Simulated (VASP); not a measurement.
Wanted: the native input for a VASP 6.6.1 run.

* Task: single point
* Functional: PBEsol
* Potentials or basis: VASP PAW PBE potentials, release 64 (Cd)
* Cutoff: 520 eV
* k mesh: 9 × 9 × 4
* Occupations: gaussian, width 0.1 eV
* Spin: no spin polarisation
* Dipole correction: no
* Further INCAR settings: ALGO = Normal; EDIFF = 1e-06; NBANDS = 19

The structure of Cd lies in POSCAR:

```
Cd
1.0
    2.9788725081      0.0000000000      0.0000000000
   -1.4894362540      2.5797792666      0.0000000000
    0.0000000000      0.0000000000      5.6176500000
Cd
2
Direct
    0.3333333333      0.6666666667      0.2500000000
    0.6666666667      0.3333333333      0.7500000000
```

One way to write it, as run:

INCAR

```
PREC = Accurate
ENCUT = 520
EDIFF = 1E-6
ISMEAR = 0
SIGMA = 0.1
LREAL = False
LASPH = True
NELM = 60
ALGO = Normal
ISIF = 2
LWAVE = False
LCHARG = True
GGA = PS
LELF = True
LVHAR = True
NBANDS = 19
```

KPOINTS

```
Automatic mesh
0
Gamma
  9 9 4
```

Potentials or basis: VASP PAW PBE potentials, release 64 (Cd).

Command:

```console
$ cat potpaw_PBE.64/Cd/POTCAR > POTCAR
$ mpirun -np 1 vasp_std > vasp.out
```

Results of the run:

```json
{"Pressure": "-0.7 GPa", "Band gap on the k mesh": "zero (band 12 reaches 3.82 eV, above the bottom of band 13 at -0.24 eV)"}
```

Caveat: the PAW data sets were made with another functional, which shifts forces and pressure a little.

Run time: 17 s on 1 thread of Intel(R) Xeon(R) Platinum 8259CL CPU @ 2.50GHz (Skylake/Cascade Lake), with other jobs on the host, peak memory 0.17 GiB.
